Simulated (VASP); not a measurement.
Zn, 4 atoms in the cell. The structure is hexagonal, space group P6_3/mmc (No. 194). The conventional cell has a = 2.801 Å, b = 2.801 Å, c = 10.494 Å, α = 90.00°, β = 90.00°, γ = 120.00°. Within 3.7 Å of Zn (site symmetry -3m) lie 12 Zn at 2.80 to 3.08 Å. Zn (site symmetry -6m2) has 12 Zn at 2.80 to 3.08 Å within 3.7 Å. 

| Property | Result |
| --- | --- |
| Program | VASP 6.6.1 |
| Task | single point |
| Functional | RPBE |
| Potentials or basis | VASP PAW PBE potentials, release 64 (Zn) |
| Cutoff | 520 eV |
| k mesh | 15 × 15 × 4 |
| Occupations | fermi-dirac, width 0.1 eV |
| Spin | no spin polarisation |
| Dipole correction | no |
| Further INCAR settings | ALGO = Normal; EDIFF = 1e-06; NBANDS = 32 |

Potentials or basis: VASP PAW PBE potentials, release 64 (Zn).

The run is started by

```sh
$ cat potpaw_PBE.64/Zn/POTCAR > POTCAR
$ mpirun -np 1 vasp_std > vasp.out
```

Hardware: 1 thread of AMD EPYC 7R13 Processor (Zen 3), on a shared host.

**Question.** How long does it take, and how much memory?

**Answer.** It took 120 s on 1 thread of AMD EPYC 7R13 Processor (Zen 3) (shared host), peak memory 0.25 GiB. Counts: scf iterations 12, k points 81.
